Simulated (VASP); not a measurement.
# Li2Se (Fm-3m) in VASP: a series of runs

Li2Se is run at these levels: r2SCAN; tasks: single point, relaxation of cell and atoms.

All numbers are computed with VASP 6.6.1; they aren't measurements. Logs are shortened: lines on timing, memory, paths and dates and some standing lists are left out, and cuts for length are marked.

### Step 1. The cell of the first run

It takes space group Fm-3m (No. 225, cubic). Conventional cell: a = 5.987 Å, b = 5.987 Å, c = 5.987 Å, α = 90.00°, β = 90.00°, γ = 90.00°. Within 3.4 Å of Li (site symmetry -43m) lie 4 Se at 2.59 Å and 6 Li at 2.99 Å. Within 3.4 Å of Se (site symmetry m-3m) lie 8 Li at 2.59 Å.

### Step 2. Single point, r2SCAN

Input file POSCAR:

```
Li2Se
1.0
    2.9934064423      2.9934064423      0.0000000000
   -2.9934064423      2.9934064423      0.0000000000
    0.0000000000      2.9934064423      2.9934064423
Li Se
2 1
Direct
    0.2500000000      0.7500000000      0.5000000000
    0.7500000000      0.2500000000      0.5000000000
    0.0000000000      0.0000000000      0.0000000000
```

Input file INCAR.step1:

```
SYSTEM = Li2Se
PREC     = Accurate       ! precision mode
ENCUT    = 830            ! plane-wave cutoff, eV
ISMEAR   = -1             ! smearing method
SIGMA    = 0.1            ! smearing width, eV
LREAL    = .False.        ! projectors in reciprocal space
LASPH    = .True.         ! aspherical terms in the spheres
NELM     = 120            ! most SCF steps
NBANDS   = 13             ! bands
GGA      = PE             ! functional
ALGO     = Normal         ! electronic algorithm
EDIFF    = 1E-5           ! SCF threshold, eV
LWAVE    = .True.         ! write WAVECAR
LCHARG   = .False.        ! write CHGCAR
GGA_COMPAT= .False.
```

Input file INCAR.step2:

```
SYSTEM = Li2Se
PREC     = Accurate       ! precision mode
ENCUT    = 830            ! plane-wave cutoff, eV
EDIFF    = 1E-6           ! SCF threshold, eV
ISMEAR   = -1             ! smearing method
SIGMA    = 0.1            ! smearing width, eV
LREAL    = .False.        ! projectors in reciprocal space
LASPH    = .True.         ! aspherical terms in the spheres
NELM     = 120            ! most SCF steps
ALGO     = Normal         ! electronic algorithm
ISIF     = 2              ! what is computed and relaxed
LWAVE    = .False.        ! write WAVECAR
LCHARG   = .False.        ! write CHGCAR
METAGGA  = R2SCAN         ! meta-GGA
LMIXTAU  = .True.       
NBANDS   = 13             ! bands
ISTART   = 1            
GGA_COMPAT= .False.
```

Input file KPOINTS:

```
Automatic mesh
0
Gamma
  12 12 12
  0 0 0
```

Potentials or basis: VASP PAW PBE potentials, release 64 (Li_sv, Se).

Command:

```console
cat potpaw_PBE.64/Li_sv/POTCAR potpaw_PBE.64/Se/POTCAR > POTCAR
cp INCAR.step1 INCAR
mpirun -np 1 vasp_std > vasp.out
cp INCAR.step2 INCAR
mpirun -np 1 vasp_std > vasp.out
```

OUTCAR:

```text
SYSTEM = Li2Se
   PREC = Accurate
   ENCUT = 830
   EDIFF = 1E-6
   ISMEAR = -1
   LREAL = .False.
   LASPH = .True.
   NELM = 120
   ISIF = 2
   METAGGA = R2SCAN
   ISTART = 1

 ion  position               nearest neighbor table
   1  0.250  0.750  0.500-   3 2.59   3 2.59   3 2.59   3 2.59
   2  0.750  0.250  0.500-   3 2.59   3 2.59   3 2.59   3 2.59
   3  0.000  0.000  0.000-   2 2.59   1 2.59   1 2.59   2 2.59   1 2.59   2 2.59   2 2.59   1 2.59

  LATTYP: Found a face centered cubic cell.
 ALAT       =     5.9868128846

  Lattice vectors:

 A1 = (   0.0000000000,   2.9934064423,   2.9934064423)
 A2 = (   2.9934064423,   0.0000000000,   2.9934064423)
 A3 = (   2.9934064423,   2.9934064423,   0.0000000000)

Analysis of symmetry for initial positions (statically):
=====================================================================
 Subroutine PRICEL returns:
 Original cell was already a primitive cell.

 Routine SETGRP: Setting up the symmetry group for a
 face centered cubic supercell.

 Subroutine GETGRP returns: Found 48 space group operations
 (whereof 48 operations were pure point group operations)
 out of a pool of 48 trial point group operations.

The static configuration has the point symmetry O_h .

Analysis of symmetry for dynamics (positions and initial velocities):
=====================================================================
 Subroutine PRICEL returns:
 Original cell was already a primitive cell.

 Routine SETGRP: Setting up the symmetry group for a
 face centered cubic supercell.

 Subroutine GETGRP returns: Found 48 space group operations
 (whereof 48 operations were pure point group operations)
 out of a pool of 48 trial point group operations.

The dynamic configuration has the point symmetry O_h .

 Subroutine INISYM returns: Found 48 space group operations
 (whereof 48 operations are pure point group operations),
 and found     1 'primitive' translations

----------------------------------------------------------------------------------------

                                     Primitive cell

  volume of cell :      53.6447

  direct lattice vectors                    reciprocal lattice vectors
     2.993406442  2.993406442  0.000000000     0.167033782  0.167033782 -0.167033782
    -2.993406442  2.993406442  0.000000000    -0.167033782  0.167033782 -0.167033782
     0.000000000  2.993406442  2.993406442     0.000000000  0.000000000  0.334067565

[... 88 lines left out ...]
   NSW    =      0    number of steps for IOM
   IBRION =     -1    ionic relax: 0-MD 1-quasi-New 2-CG
   NFREE  =      0    steps in history (QN), initial steepest desc. (CG)
   ISIF   =      2    stress and relaxation
   ISYM   =      2    0-nonsym 1-usesym 2-fastsym
   POTIM  = 0.5000    time-step for ionic-motion
   TEBEG  =    0.0;   TEEND  =   0.0 temperature during run
   PSTRESS=    0.0 pullay stress
   NELECT =      12.0000    total number of electrons
   NUPDOWN=      -1.0000    fix difference up-down
   EMIN   =  10.00;   EMAX   =-10.00  energy-range for DOS
   EFERMI =   0.00;   METHOD = LEGACY
   ISMEAR =    -1;   SIGMA  =   0.10  broadening in eV -4-tet -1-fermi 0-gaus
   EFERMI_NEDOS =   21; number of points for ismear=-14 and -15
   IALGO  =     38    algorithm
   IMIX   =      4    mixing-type and parameters
     AMIX     =   0.40;   BMIX     =  1.00
     AMIX_MAG =   1.60;   BMIX_MAG =  1.00
  volume/ion in A,a.u.               =      17.88       120.67
  Fermi-wavevector in a.u.,A,eV,Ry     =   0.993786  1.877983 13.437259  0.987611
  Thomas-Fermi vector in A             =   2.125692
   LORBIT       =      0    0 simple, 1 ext, 2 COOP (PROOUT), +10 PAW based schemes
   METAGGA = R2SCAN    functional components
   LHFCALC =     F    Hartree Fock is set to
   AEXX    =    0.0000 exact exchange contribution
   IVDW    =     0    specifies the selected vdW correction
   LEPSILON=     F    determine dielectric tensor
   LRPA    =     F    only Hartree local field effects (RPA)
 non-spin polarized calculation
  energy-cutoff  :      830.00
  volume of cell :       53.64
 maximum number of plane-waves:      2936
   NGX = 19   NGY = 19   NGZ = 19

 number of electron      12.0000003 magnetization

 Free energy of the ion-electron system (eV)
  ---------------------------------------------------
  ext. energy  EPLUGINS =         0.00000000
  ---------------------------------------------------
  free energy    TOTEN  =       -23.43932655 eV

  energy without entropy =      -23.43932655  energy(sigma->0) =      -23.43932655

 E-fermi :   2.5891     XC(G=0):  -8.6550

 val. band max:        0.7535392530   @ k =   0.0000   0.0000   0.0000
 cond. band min:       4.2109323768   @ k =   0.5000   0.5000   0.0000
 fundamental gap:      3.4573931237
 Fermi energy:         2.5891212559

 k-point     1 :       0.0000    0.0000    0.0000
  band No.  band energies     occupation
      1     -45.3891      2.00000
      2     -45.3653      2.00000
      3     -11.0400      2.00000
      4       0.7535      2.00000
      5       0.7535      2.00000
      6       0.7535      2.00000
      7       4.9301      0.00000
      8       7.0647      0.00000
      9       7.0647      0.00000
     10       7.0647      0.00000
     11      11.9602      0.00000
     12      11.9602      0.00000
     13      12.6859      0.00000
[... 354 lines left out ...]
  band No.  band energies     occupation
      1     -45.3813      2.00000
      2     -45.3722      2.00000
      3     -10.6827      2.00000
      4      -1.6512      2.00000
      5      -0.0798      2.00000
      6      -0.0696      2.00000
      7       6.2242      0.00000
      8       7.9579      0.00000
      9       8.3933      0.00000
     10       8.6413      0.00000
     11      11.3055      0.00000
     12      13.3438      0.00000
     13      14.2892      0.00000

 [... further k-points ...]
[... 5 lines left out ...]
  --------------------------------------------------------------------------------------
  -------------------------------------------------------------------------------------
  Total       -0.0504696     -0.0504696     -0.0504696      0.0000000     -0.0000000     -0.0000000
  in kB       -1.5073484     -1.5073484     -1.5073484      0.0000000     -0.0000000     -0.0000000
  external PRESSURE =      -1.5073484 kB  Pullay stress =       0.0000000 kB

 VOLUME and BASIS-vectors are now :
 -----------------------------------------------------------------------------
  energy-cutoff  :      830.00
  volume of cell :       53.64
      direct lattice vectors                 reciprocal lattice vectors
     2.993406442  2.993406442  0.000000000     0.167033782  0.167033782 -0.167033782
    -2.993406442  2.993406442  0.000000000    -0.167033782  0.167033782 -0.167033782
     0.000000000  2.993406442  2.993406442     0.000000000  0.000000000  0.334067565

 POSITION                                       TOTAL-FORCE (eV/Angst)
 -----------------------------------------------------------------------------------
     -1.49670      4.49011      1.49670         0.000000     -0.000000     -0.000000
      1.49670      4.49011      1.49670        -0.000000      0.000000      0.000000
      0.00000      0.00000      0.00000         0.000000      0.000000      0.000000
 -----------------------------------------------------------------------------------
    total drift:                                0.000000      0.000000     -0.000000

  FREE ENERGIE OF THE ION-ELECTRON SYSTEM (eV)
  ---------------------------------------------------
  free  energy   TOTEN  =       -23.4393265492 eV

  energy  without entropy=      -23.4393265465  energy(sigma->0) =      -23.43932655
```

OUTCAR.step1:

```text
SYSTEM = Li2Se
   PREC = Accurate
   ENCUT = 830
   ISMEAR = -1
   LREAL = .False.
   LASPH = .True.
[... 607 lines left out ...]
     -1.49670      4.49011      1.49670        -0.000000      0.000000     -0.000000
      1.49670      4.49011      1.49670         0.000000     -0.000000      0.000000
      0.00000      0.00000      0.00000        -0.000000     -0.000000      0.000000
 -----------------------------------------------------------------------------------
    total drift:                                0.000000      0.000000     -0.000000

  FREE ENERGIE OF THE ION-ELECTRON SYSTEM (eV)
  ---------------------------------------------------
  free  energy   TOTEN  =       -11.1302928074 eV

  energy  without entropy=      -11.1302927790  energy(sigma->0) =      -11.13029279
```

It took 2.5 min on 1 thread of Intel Xeon 6975P-C (Granite Rapids), shared host; peak memory 0.31 GiB.

Results:

| Item | Value |
| --- | --- |
| Free energy | -23.4393 eV |
| Pressure | -0.2 GPa |
| Band gap on the k mesh | 3.46 eV, indirect (least direct gap 4.18 eV) |

Caveat: the PAW data sets were made with another functional, which shifts forces and pressure a little.

(Continued in part 2 of 2.)
